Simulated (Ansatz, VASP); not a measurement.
# Ti: VASP beside Ansatz

File INCAR:

```
SYSTEM = Ti
PREC     = Accurate       ! precision mode
ENCUT    = 500            ! plane-wave cutoff, eV
EDIFF    = 1E-6           ! SCF threshold, eV
ISMEAR   = -1             ! smearing method
SIGMA    = 0.2585199978643553 ! smearing width, eV
LREAL    = .FALSE.        ! projectors in reciprocal space
LASPH    = .TRUE.         ! aspherical terms in the spheres
NELM     = 200            ! most SCF steps
ALGO     = Normal         ! electronic algorithm
ISIF     = 2              ! what is computed and relaxed
LWAVE    = .FALSE.        ! write WAVECAR
LCHARG   = .TRUE.         ! write CHGCAR
LMAXMIX  = 4              ! l up to which the mixer works
LDAU     = .TRUE.         ! DFT+U
LDAUTYPE = 2            
LDAUL    = 2              ! shell
LDAUU    = 1.3            ! U, eV
LDAUJ    = 0            
LDAUPRINT= 1            
GGA      = PE             ! functional
LELF     = .TRUE.         ! ELF
LVHAR    = .TRUE.       
NBANDS   = 12             ! bands
GGA_COMPAT= .FALSE.
```

Contents of KPOINTS:

```
regular mesh
0
G
  6 6 6
  0 0 0
```

File POSCAR:

```
Ti
1.0
    0.0000000000      2.0300000000      2.0300000000
    2.0300000000      0.0000000000      2.0300000000
    2.0300000000      2.0300000000      0.0000000000
Ti
1
Direct
    0.0000000000      0.0000000000      0.0000000000
```

Input for Ansatz:

```yaml
crystal:
  lattice:
    - [0.0, 2.03, 2.03]
    - [2.03, 0.0, 2.03]
    - [2.03, 2.03, 0.0]
  atoms:
    - { symbol: Ti, position: [0.0, 0.0, 0.0] }
basis:
  ecutwfc: 420
kpoints:
  mp_grid: { grid: [6, 6, 6] }
hamiltonian:
  xc: pbe
  hubbard: { sites: [{ species: Ti, l: d, u_eff: 1.3 }], projectors: atomic }
scf:
  occupations: { method: fermi_dirac, width: "3000 K" }
  convergence: { dr2_threshold: "1e-13 eV" }
  max_iter: 82
output:
  forces: true
  stress: true
  eigenvalues: true
```

Alike in both runs: task single point; functional PBE; k mesh 6 × 6 × 6; no spin polarisation; Hubbard terms Ti d U = 1.3 eV.

|  | VASP | Ansatz |
| --- | --- | --- |
| version | VASP 6.6.1 | Ansatz 0.2.0 |
| potentials or method | VASP PAW PBE potentials, release 64 (Ti_sv), cutoff 500 eV | scalar-relativistic, plane waves, PAW |
| occupations | fermi-dirac, width 0.25852 eV | fermi-dirac |
| valence electrons in the cell | 12 | 12 |

Ansatz gave:

* gap on the k mesh at the Fermi level (eV): none
* pressure (GPa): 8.6

Problem. Estimate VASP's values.

Solution. gap on the k mesh at the Fermi level (eV): none; pressure (GPa): 9.3.

The programs project onto different local orbitals, so the same U acts differently, and such runs can settle in different states. A gap of «none» marks a metal or a gap that the smearing closes. Ansatz's warnings: filled band counts differ across k points.

The k mesh is coarse, so the values compare programs but aren't converged.
